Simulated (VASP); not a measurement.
Write the native input for VASP 6.6.1 that does the following.

- Task: single point
- Functional: PBE
- Potentials or basis: VASP PAW PBE potentials, release 64 (I)
- Cutoff: 500 eV
- k mesh: 8 × 8 × 4
- Occupations: gaussian, width 0.1 eV
- Spin: no spin polarisation
- Dipole correction: no
- Further INCAR settings: ALGO = Normal; EDIFF = 1e-06; NBANDS = 10

The structure of I lies in POSCAR:

```
I
1.0
    1.9763284700      0.0000000000      0.0000000000
    0.0000000000      2.3477161000      0.0000000000
    0.0000000000      0.0000000000      6.3714835200
I
1
Direct
    0.0000000000      0.0000000000      0.0000000000
```

The cell was generated, and may not be a known phase.

One way to write it, as run:

INCAR

```
PREC = Accurate ; ENCUT = 500
EDIFF = 1E-6 ; ISMEAR = 0
SIGMA = 0.1 ; LREAL = False
LASPH = True ; NELM = 120
ALGO = Normal ; ISIF = 2
LWAVE = False ; LCHARG = False
GGA = PE ; NBANDS = 10
GGA_COMPAT = False
```

KPOINTS

```
regular mesh
0
Gamma
  8 8 4
```

Potentials or basis: VASP PAW PBE potentials, release 64 (I).

The run is started by

```bash
$ cat potpaw_PBE.64/I/POTCAR > POTCAR
$ mpirun -np 1 vasp_std > vasp.out
```

It gave:

* Pressure: 201.8 GPa
* Band gap on the k mesh: zero (an odd number of electrons rules out a gap without spin polarisation)

Caveat: the k points lie up to 0.40 Å⁻¹ apart, too coarse for converged energies and pressures of a metal; spin-orbit coupling is left out, which moves the levels of the heavy elements; an odd number of electrons without spin polarisation forces a metal; a magnetic or distorted state may lie lower.

It took 17 s on 1 thread of Oxide Virtual Turin-like Processor (shared host), peak memory 0.11 GiB.
